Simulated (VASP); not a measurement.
Here is a VASP 6.6.1 calculation.

INCAR

```
PREC     = Accurate       # precision mode
ENCUT    = 600            # plane-wave cutoff, eV
EDIFF    = 1E-7           # SCF threshold, eV
ISMEAR   = 0              # smearing method
SIGMA    = 0.1            # smearing width, eV
LREAL    = False          # projectors in reciprocal space
LASPH    = True           # aspherical terms in the spheres
NELM     = 60             # most SCF steps
ALGO     = Normal         # electronic algorithm
ISIF     = 3              # what is computed and relaxed
LWAVE    = False          # write WAVECAR
LCHARG   = False          # write CHGCAR
GGA      = PE             # functional
IBRION   = 2              # ionic algorithm
NSW      = 100            # ionic steps
EDIFFG   = -0.01          # ionic threshold
```

Contents of KPOINTS:

```
regular mesh
0
Gamma
  6 6 6
```

The input POSCAR:

```
CdHg3Se4
1.0
    6.2444690000      0.0000000000      0.0000000000
    0.0000000000      6.2444690000      0.0000000000
    0.0000000000      0.0000000000      6.2444690000
Cd Hg Se
1 3 4
Direct
    0.0000000000      0.0000000000      0.0000000000
    0.5000000000      0.0000000000      0.5000000000
    0.5000000000      0.5000000000      0.0000000000
    0.0000000000      0.5000000000      0.5000000000
    0.7514980000      0.2485020000      0.2485020000
    0.7514980000      0.7514980000      0.7514980000
    0.2485020000      0.2485020000      0.7514980000
    0.2485020000      0.7514980000      0.2485020000
```

Potentials or basis: VASP PAW PBE potentials, release 64 (Cd, Hg, Se).

Launch:

```sh
$ cat potpaw_PBE.64/Cd/POTCAR potpaw_PBE.64/Hg/POTCAR potpaw_PBE.64/Se/POTCAR > POTCAR
$ mpirun -np 1 vasp_std > vasp.out
```

What does it give for the relaxed volume?

30.62 Å³/atom.

Predict the space group after relaxing (to 0.1 Å).

P-43m (No. 215).

Final structure:
```xyz
8
Lattice="6.2567 0.0000 0.0000 0.0000 6.2567 0.0000 0.0000 0.0000 6.2567" Properties=species:S:1:pos:R:3 pbc="T T T"
Cd    0.0000    6.2567    6.2567
Hg    3.1283    6.2567    3.1283
Hg    3.1283    3.1283    6.2567
Hg    0.0000    3.1283    3.1283
Se    4.7018    1.5549    1.5549
Se    4.7018    4.7018    4.7018
Se    1.5549    1.5549    4.7018
Se    1.5549    4.7018    1.5549
```
